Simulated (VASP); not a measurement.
Here is a VASP 6.6.1 calculation.

INCAR

```
SYSTEM = HfO2
  ALGO = Normal
  EDIFF = 1E-6
  ENCUT = 520
  GGA = PE
  ISIF = 2
  ISMEAR = 0
  LASPH = .True.
  LCHARG = .False.
  LREAL = .False.
  LWAVE = .False.
  NBANDS = 18
  NELM = 100
  PREC = Accurate
  SIGMA = 0.05
```

KPOINTS

```
k-points
0
Gamma
  8 8 8
  0 0 0
```

File POSCAR:

```
HfO2
1.0
    0.0000000000      2.5575000000      2.5575000000
    2.5575000000      0.0000000000      2.5575000000
    2.5575000000      2.5575000000      0.0000000000
Hf O
1 2
Direct
   -0.0342130987      0.0342130987      0.0342130987
    0.2500000000      0.2500000000      0.2500000000
    0.7500000000      0.7500000000      0.7500000000
```

Potentials or basis: VASP PAW PBE potentials, release 64 (Hf_pv, O).

Command:

```console
$ cat potpaw_PBE.64/Hf_pv/POTCAR potpaw_PBE.64/O/POTCAR > POTCAR
$ mpirun -np 1 vasp_std > vasp.out
```

Q: Predict the largest force.

A: 0.893 eV/Å.

Q: Estimate the band gap on the k mesh.

A: 3.75 eV, direct.

Q: What does it give for the pressure?

A: -2.9 GPa.

Forces on the atoms (eV/Å):
```
Hf  -0.893  0.000  0.000
O    0.446  0.000  0.000
O    0.446  0.000  0.000
```

Caveat: the cell differs from its parent crystal (all Hf atoms moved +0.175 Å, as atom 1 along Cartesian [1 0 0]); spin-orbit coupling is left out, which moves the levels of the heavy elements. A k mesh can miss the band edges.
